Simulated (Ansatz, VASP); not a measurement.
## One calculation of KF, two programs

```
CELL_PARAMETERS angstrom
0.03758 2.69654 2.69654
2.69654 0.03758 2.69654
2.69654 2.69654 0.03758
ATOMIC_POSITIONS crystal
K 0.00000 0.00000 0.00000
F 0.50000 0.50000 0.50000
```

Change from the starting cell: shear_111 strain +2.1%.

Alike in both runs: task single point; functional PBE; k mesh 8 × 8 × 8; occupations fermi-dirac, width 0.02 eV; no spin polarisation.

```csv
,VASP,Ansatz
version,VASP 6.6.1,Ansatz 0.2.0
potentials or method,"VASP PAW PBE potentials, release 64 (K_sv, F)","plane waves, PAW"
plane-wave cutoff (eV),520,420
valence electrons in the cell,16,16
```

Ansatz gave:

```
gap on the k mesh at the Fermi level (eV)                     : 6.14
pressure (GPa)                                                : 1.1
traceless stress, the component that is largest in VASP (GPa) : -0.19
```

Estimate VASP's values.

gap on the k mesh at the Fermi level (eV): 6.12; pressure (GPa): 1.2; traceless stress, the component that is largest in VASP (GPa): -0.19.
